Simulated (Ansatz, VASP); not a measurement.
Two plane-wave programs on Pt

```xyz
1
Lattice="-1.6059 1.6059 1.5417 1.6059 -1.6059 1.5417 1.6059 1.6059 -1.5417" Properties=species:S:1:pos:R:3 pbc="T T T"
Pt    0.0000    0.0000    0.0000
```

Alike in both runs: task single point; functional PBEsol; k mesh 24 × 24 × 24; occupations gaussian, width 0.15 eV; no spin polarisation.

|  | VASP | Ansatz |
| --- | --- | --- |
| version | VASP 6.6.1 | Ansatz 0.2.0 |
| potentials or method | VASP PAW PBE potentials, release 64 (Pt), cutoff 520 eV | scalar-relativistic, plane waves, PAW |
| valence electrons in the cell | 10 | 18 |

Ansatz gave:

| Property | Result |
| --- | --- |
| gap on the k mesh at the Fermi level (eV) | none |
| pressure (GPa) | -11.0 |
| traceless stress, the component that is largest in VASP (GPa) | -2.65 |

Estimate VASP's values.

gap on the k mesh at the Fermi level (eV): none; pressure (GPa): -11.4; traceless stress, the component that is largest in VASP (GPa): -2.65.

VASP's potentials were made for PBE, not for PBEsol. A gap of «none» marks a metal or a gap that the smearing closes. The functional is the same, so the differences come from potentials, cutoffs and numerics. VASP's potentials hold 10 valence electrons a cell and Ansatz's 18, so a difference there can come from the potentials and not from the codes.

Neither program's run includes spin-orbit coupling.
